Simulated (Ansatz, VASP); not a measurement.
# LiCl in VASP and in Ansatz

```
CELL_PARAMETERS angstrom
0.00000 2.54892 2.54892
2.54892 0.00000 2.54892
2.54892 2.54892 0.00000
ATOMIC_POSITIONS crystal
Li 0.00000 0.00000 0.00000
Cl 0.50000 0.50000 0.50000
```

Alike in both runs: task single point; functional PBEsol; k mesh 10 × 10 × 10; occupations gaussian, width 0.05 eV; no spin polarisation.

|  | VASP | Ansatz |
| --- | --- | --- |
| version | VASP 6.6.1 | Ansatz 0.2.0 |
| potentials or method | VASP PAW PBE potentials, release 64 (Li_sv, Cl), cutoff 520 eV | scalar-relativistic, plane waves, PAW |
| valence electrons in the cell | 10 | 10 |

```csv
,VASP,Ansatz,Ansatz less VASP
gap on the k mesh at the Fermi level (eV),6.24,6.23,-0.010
least direct gap on the mesh (eV),6.24,6.23,-0.010
```

VASP's potentials were made for PBE, not for PBEsol.

Noted on VASP's run: the cutoff is short for stress, so the pressure is rough.
